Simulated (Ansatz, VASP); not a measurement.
# Two plane-wave programs on TaSi2

```
Ta Si
1.0
     4.80571    0.00000    0.00000
    -2.40285    4.16186    0.00000
     0.00000    0.00000    6.59735
Ta Si
3 6
Direct
  0.50000 0.00000 0.50000
  0.50000 0.50000 0.83333
  0.00000 0.50000 0.16667
  0.15892 0.31784 0.50000
  0.84108 0.15892 0.83333
  0.68216 0.84108 0.16667
  0.84108 0.68216 0.50000
  0.15892 0.84108 0.83333
  0.31784 0.15892 0.16667
```

Alike in both runs: functional PBE; k mesh 12 × 12 × 6; occupations gaussian, width 0.1 eV; no spin polarisation.

Ansatz relaxed the structure, and its values are those at the end. VASP's run is a single point on that final structure, the one shown.

|  | VASP | Ansatz |
| --- | --- | --- |
| version | VASP 6.6.1 | Ansatz 0.2.0 |
| potentials or method | VASP PAW PBE potentials, release 64 (Ta_pv, Si), cutoff 520 eV | scalar-relativistic, plane waves, PAW |
| valence electrons in the cell | 57 | 63 |

VASP gave:

- gap on the k mesh at the Fermi level (eV): none
- pressure (GPa): 0.1

Q: Estimate Ansatz's values.

A: gap on the k mesh at the Fermi level (eV): none; pressure (GPa): 0.0.

A gap of «none» marks a metal or a gap that the smearing closes. With one functional, cell and mesh, what is left measures potentials, basis and numerics. VASP's potentials hold 57 valence electrons a cell and Ansatz's 63, so a difference there can come from the potentials and not from the codes.

Spin-orbit coupling is off throughout.
